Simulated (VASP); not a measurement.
# KRb2 (Fm-3m) in VASP: a series of runs, part 2 of 2

VASP 6.6.1.

### 3 Relaxation of cell and atoms, PBE

The input, INCAR:

```
PREC = Accurate ; ENCUT = 600
EDIFF = 1E-7 ; ISMEAR = 0
SIGMA = 0.1 ; LREAL = False
LASPH = True ; NELM = 80
ALGO = Fast ; ISIF = 3
LWAVE = False ; LCHARG = False
GGA = PE ; IBRION = 2
NSW = 100 ; EDIFFG = -0.01
```

The input, KPOINTS:

```
regular mesh
0
Gamma
  8 8 8
```

The input, POSCAR:

```
KRb2
1.0
    0.0000000000      5.3120049191      5.3120049191
    5.3120049191      0.0000000000      5.3120049191
    5.3120049191      5.3120049191      0.0000000000
K Rb
1 2
Direct
    0.0000000000      0.0000000000      0.0000000000
    0.7500000000      0.7500000000      0.7500000000
    0.2500000000      0.2500000000      0.2500000000
```

Potentials or basis: VASP PAW PBE potentials, release 64 (K_sv, Rb_sv).

Run with:

```sh
$ cat potpaw_PBE.64/K_sv/POTCAR potpaw_PBE.64/Rb_sv/POTCAR > POTCAR
$ mpirun -np 1 vasp_std > vasp.out
```

OUTCAR:

```text
PREC = Accurate
   ENCUT = 600
   EDIFF = 1E-7
   ISMEAR = 0
   LREAL = False
   LASPH = True
   NELM = 80
   ISIF = 3
   GGA = PE
   IBRION = 2
   NSW = 100
   EDIFFG = -0.01

 ion  position               nearest neighbor table
   1  0.000  0.000  0.000-   2 4.60   2 4.60   2 4.60   2 4.60   3 4.60   3 4.60   3 4.60   3 4.60

   2  0.750  0.750  0.750-   1 4.60   1 4.60   1 4.60   1 4.60   3 5.31   3 5.31   3 5.31   3 5.31
                             3 5.31   3 5.31
   3  0.250  0.250  0.250-   1 4.60   1 4.60   1 4.60   1 4.60   2 5.31   2 5.31   2 5.31   2 5.31
                             2 5.31   2 5.31

  LATTYP: Found a face centered cubic cell.
 ALAT       =    10.6240098382

  Lattice vectors:

 A1 = (   0.0000000000,   5.3120049191,   5.3120049191)
 A2 = (   5.3120049191,   0.0000000000,   5.3120049191)
 A3 = (   5.3120049191,   5.3120049191,   0.0000000000)

Analysis of symmetry for initial positions (statically):
=====================================================================
 Subroutine PRICEL returns:
 Original cell was already a primitive cell.

 Routine SETGRP: Setting up the symmetry group for a
 face centered cubic supercell.

 Subroutine GETGRP returns: Found 48 space group operations
 (whereof 48 operations were pure point group operations)
 out of a pool of 48 trial point group operations.

The static configuration has the point symmetry O_h .

Analysis of symmetry for dynamics (positions and initial velocities):
=====================================================================
 Subroutine PRICEL returns:
 Original cell was already a primitive cell.

 Routine SETGRP: Setting up the symmetry group for a
 face centered cubic supercell.

 Subroutine GETGRP returns: Found 48 space group operations
 (whereof 48 operations were pure point group operations)
 out of a pool of 48 trial point group operations.

The dynamic configuration has the point symmetry O_h .

 Subroutine INISYM returns: Found 48 space group operations
 (whereof 48 operations are pure point group operations),
 and found     1 'primitive' translations

----------------------------------------------------------------------------------------

                                     Primitive cell

  volume of cell :     299.7819

  direct lattice vectors                    reciprocal lattice vectors
     0.000000000  5.312004919  5.312004919    -0.094126419  0.094126419  0.094126419
     5.312004919  0.000000000  5.312004919     0.094126419 -0.094126419  0.094126419
     5.312004919  5.312004919  0.000000000     0.094126419  0.094126419 -0.094126419

  length of vectors
     7.512309400  7.512309400  7.512309400     0.163031740  0.163031740  0.163031740

  position of ions in fractional coordinates (direct lattice)
     0.000000000  0.000000000  0.000000000
     0.750000000  0.750000000  0.750000000
     0.250000000  0.250000000  0.250000000

  ion indices of the primitive-cell ions
   primitive index   ion index
                 1           1
                 2           2
                 3           3

[... 53 lines left out ...]
   k-points           NKPTS =     29   k-points in BZ     NKDIM =     29   number of bands    NBANDS=     17
   number of dos      NEDOS =    301   number of ions     NIONS =      3
   total plane-waves  NPLWV = 216000
   dimension x,y,z NGX =    60 NGY =   60 NGZ =   60
   dimension x,y,z NGXF=   120 NGYF=  120 NGZF=  120
   ions per type =               1   2
   NGX,Y,Z   is equivalent  to a cutoff of  13.28, 13.28, 13.28 a.u.
   NGXF,Y,Z  is equivalent  to a cutoff of  26.56, 26.56, 26.56 a.u.
 SYSTEM =  unknown system
   PREC   = accura    normal or accurate (medium, high low for compatibility)
   ISTART =      0    job   : 0-new  1-cont  2-samecut
   ICHARG =      2    charge: 1-file 2-atom 10-const
   ISPIN  =      1    spin polarized calculation?
   LNONCOLLINEAR =      F non collinear calculations
   LSORBIT =      F    spin-orbit coupling
   LASPH  =      T    aspherical Exc in radial PAW
   ENCUT  =  600.0 eV  44.10 Ry    6.64 a.u.  15.00 15.00 15.00*2*pi/ulx,y,z
   NELM   =     80;   NELMIN=  2; NELMDL= -5     # of ELM steps
   EDIFF  = 0.1E-06   stopping-criterion for ELM
   LREAL  =      F    real-space projection
   EDIFFG = -.1E-01   stopping-criterion for IOM
   NSW    =    100    number of steps for IOM
   IBRION =      2    ionic relax: 0-MD 1-quasi-New 2-CG
   NFREE  =      1    steps in history (QN), initial steepest desc. (CG)
   ISIF   =      3    stress and relaxation
   ISYM   =      2    0-nonsym 1-usesym 2-fastsym
   POTIM  = 0.5000    time-step for ionic-motion
   TEBEG  =    0.0;   TEEND  =   0.0 temperature during run
   PSTRESS=    0.0 pullay stress
   NELECT =      27.0000    total number of electrons
   NUPDOWN=      -1.0000    fix difference up-down
   EMIN   =  10.00;   EMAX   =-10.00  energy-range for DOS
   EFERMI =   0.00;   METHOD = LEGACY
   ISMEAR =     0;   SIGMA  =   0.10  broadening in eV -4-tet -1-fermi 0-gaus
   EFERMI_NEDOS =   21; number of points for ismear=-14 and -15
   IALGO  =     68    algorithm
   IMIX   =      4    mixing-type and parameters
     AMIX     =   0.40;   BMIX     =  1.00
     AMIX_MAG =   1.60;   BMIX_MAG =  1.00
  volume/ion in A,a.u.               =      99.93       674.34
  Fermi-wavevector in a.u.,A,eV,Ry     =   0.733828  1.386734  7.326786  0.538504
  Thomas-Fermi vector in A             =   1.826632
   LORBIT       =      0    0 simple, 1 ext, 2 COOP (PROOUT), +10 PAW based schemes
   GGA     = PE    functional components
   LHFCALC =     F    Hartree Fock is set to
   AEXX    =    0.0000 exact exchange contribution
   IVDW    =     0    specifies the selected vdW correction
   LEPSILON=     F    determine dielectric tensor
   LRPA    =     F    only Hartree local field effects (RPA)
 conjugate gradient relaxation of ions
 non-spin polarized calculation
 RMM-DIIS sequential band-by-band and
 Gauss-broadening in eV      SIGMA  =   0.10
  energy-cutoff  :      600.00
  volume of cell :      299.78
 maximum number of plane-waves:     10086
   NGX = 29   NGY = 29   NGZ = 29

--------------------------------------- Ionic step        1  -------------------------------------------

 number of electron      27.0000000 magnetization

 Free energy of the ion-electron system (eV)
  ---------------------------------------------------
  ext. energy  EPLUGINS =         0.00000000
  ---------------------------------------------------
  free energy    TOTEN  =        -2.60970419 eV

  energy without entropy =       -2.59623181  energy(sigma->0) =       -2.60296800

------------------------ aborting loop because EDIFF is reached ----------------------------------------

  FORCE on cell =-STRESS in cart. coord.  units (eV):
  Direction    XX          YY          ZZ          XY          YZ          ZX
  --------------------------------------------------------------------------------------
  -------------------------------------------------------------------------------------
  Total        0.0584738      0.0584738      0.0584738      0.0000000      0.0000000      0.0000000
  in kB        0.3125120      0.3125120      0.3125120      0.0000000      0.0000000      0.0000000
  external PRESSURE =       0.3125120 kB  Pullay stress =       0.0000000 kB
[... 61 lines left out ...]
--------------------------------------- Ionic step        3  -------------------------------------------

 number of electron      27.0000000 magnetization

 Free energy of the ion-electron system (eV)
  ---------------------------------------------------
  ext. energy  EPLUGINS =         0.00000000
  ---------------------------------------------------
  free energy    TOTEN  =        -2.61006725 eV

  energy without entropy =       -2.59658148  energy(sigma->0) =       -2.60332437

 E-fermi :  -0.3643     XC(G=0):  -5.0713

 val. band max:       -0.4000082281   @ k =   0.5000   0.3750   0.0000
 cond. band min:      -0.3634386539   @ k =  -0.2500   0.3750   0.1250
 fundamental gap:      0.0365695742
 Fermi energy:        -0.3642954375

 k-point     1 :       0.0000    0.0000    0.0000
  band No.  band energies     occupation
      1     -32.7411      2.00000
      2     -29.3724      2.00000
      3     -29.3708      2.00000
      4     -16.2254      2.00000
      5     -16.2254      2.00000
      6     -16.2254      2.00000
[... 457 lines left out ...]
      4     -16.2255      2.00000
      5     -16.2255      2.00000
      6     -16.2255      2.00000
[... 9 lines left out ...]
     16       0.5150      0.00000
     17       1.3626      0.00000

 [... further k-points ...]

------------------------ aborting loop because EDIFF is reached ----------------------------------------

  FORCE on cell =-STRESS in cart. coord.  units (eV):
  Direction    XX          YY          ZZ          XY          YZ          ZX
  --------------------------------------------------------------------------------------
  -------------------------------------------------------------------------------------
  Total        0.0101783      0.0101783      0.0101783     -0.0000000     -0.0000000      0.0000000
  in kB        0.0538014      0.0538014      0.0538014     -0.0000000     -0.0000000      0.0000000
  external PRESSURE =       0.0538014 kB  Pullay stress =       0.0000000 kB
[... 18 lines left out ...]
  FREE ENERGIE OF THE ION-ELECTRON SYSTEM (eV)
  ---------------------------------------------------
  free  energy   TOTEN  =        -2.6100672499 eV

  energy  without entropy=       -2.5965814812  energy(sigma->0) =       -2.60332437

 reached required accuracy - stopping structural energy minimisation
```

OSZICAR:

```text
N       E                     dE             d eps       ncg     rms          rms(c)
DAV:   1     0.217923168287E+03    0.21792E+03   -0.10734E+04   986   0.133E+03
DAV:   2     0.203114190390E+02   -0.19761E+03   -0.19623E+03  1244   0.278E+02
DAV:   3    -0.175690585966E+01   -0.22068E+02   -0.22026E+02  1477   0.891E+01
DAV:   4    -0.258517166163E+01   -0.82827E+00   -0.82720E+00  1461   0.174E+01
[... 74 lines left out ...]
RMM:  15    -0.261006706138E+01   -0.29210E-06   -0.20684E-06   649   0.334E-03    0.109E-03
RMM:  16    -0.261006713663E+01   -0.75258E-07   -0.18735E-06   563   0.280E-03    0.493E-04
RMM:  17    -0.261006722130E+01   -0.84668E-07   -0.13449E-06   554   0.238E-03    0.322E-04
RMM:  18    -0.261006720962E+01    0.11686E-07   -0.11229E-06   546   0.230E-03    0.835E-04
RMM:  19    -0.261006724986E+01   -0.40249E-07   -0.90525E-07   534   0.197E-03
   3 F= -.26100672E+01 E0= -.26033244E+01  d E =-.363056E-03
```

CONTCAR:

```text
KRb2
   1.00000000000000
     0.0000000000000000    5.3315545104264128    5.3315545104264128
     5.3315545104264128   -0.0000000000000000    5.3315545104264128
     5.3315545104264128    5.3315545104264128    0.0000000000000000
  K               Rb
     1     2
Direct
     0.0000000000000000    0.0000000000000000    0.0000000000000000
     0.7500000000000000    0.7500000000000000    0.7500000000000000
     0.2500000000000000    0.2500000000000000    0.2500000000000000

  0.00000000E+00  0.00000000E+00  0.00000000E+00
  0.00000000E+00  0.00000000E+00  0.00000000E+00
  0.00000000E+00  0.00000000E+00  0.00000000E+00
```

It took 26 min on 1 thread of Oxide Virtual Turin-like, shared host; peak memory 0.62 GiB.

What came out:

```yaml
Free_energy: -2.6101 eV
Relaxed_volume: 101.03 Å³/atom
Relaxed_cell: a = 7.540 Å, b = 7.540 Å, c = 7.540 Å, α = 60.00°, β = 60.00°, γ = 60.00°
Space_group_after_relaxing_to_0.1_Å: Fm-3m (No. 225)
Energy_gained_by_relaxing: 0.1 meV/atom
Ionic_steps: 3
Pressure_after_relaxing: 0.0 GPa
Band_gap_on_the_k_mesh: zero (an odd number of electrons rules out a gap without spin polarisation)
```

Step by step:
| step | energy change (eV) | largest force (eV/Å) | pressure (GPa) | volume (Å³) |
| --- | --- | --- | --- | --- |
| 1 | 0.0000 | 0.0000 | 0.03 | 299.78 |
| 2 | -0.0001 | 0.0000 | 0.02 | 300.63 |
| 3 | -0.0004 | 0.0000 | 0.01 | 303.10 |

Final structure:
```
K Rb
1.0
     0.00000    5.33155    5.33155
     5.33155    0.00000    5.33155
     5.33155    5.33155    0.00000
K Rb
1 2
Cartesian
  0.0000 0.0000 0.0000
  7.9973 7.9973 7.9973
  2.6658 2.6658 2.6658
```

The gap in the log of VASP goes by the Fermi energy; the results here count the filled bands.